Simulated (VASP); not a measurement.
The system is PbS.

```xyz
4
Lattice="2.0937 -6.0310 0.0000 2.0937 6.0310 0.0000 0.0000 0.0000 4.3077" Properties=species:S:1:pos:R:3 pbc="T T T"
Pb    2.0937    4.4561    1.0769
Pb    2.0937   -4.4561    3.2307
S     2.0937    1.7514    1.0769
S     2.0937   -1.7514    3.2307
```

Base run:

```yaml
Program: VASP 6.6.1
Functional: RPBE
Potentials_or_basis: VASP PAW PBE potentials, release 64 (Pb_d, S)
Cutoff: 520 eV
k_mesh: 7 × 7 × 6
Occupations: fermi-dirac, width 0.05 eV
Spin: no spin polarisation
```

Its results: band gap on the k mesh 1.38 eV (least direct gap 1.52 eV); pressure 1.8 GPa; largest force 0.060 eV/Å.

Q: The run is repeated on the same cell with these changes: functional from RPBE to r2SCAN; further incar settings from ALGO = Normal; EDIFF = 1e-06; NBANDS = 28 to ALGO = Normal; EDIFF = 1e-07; NBANDS = 28. What comes out?

A: Band gap on the k mesh 1.57 eV (least direct gap 1.78 eV); pressure -1.1 GPa; largest force 0.128 eV/Å.

Caveats: the PAW data sets were made with another functional, which shifts forces and pressure a little; spin-orbit coupling is left out, which moves the levels of the heavy elements; an odd mesh through Γ misses points on the zone boundary, where band edges can lie.
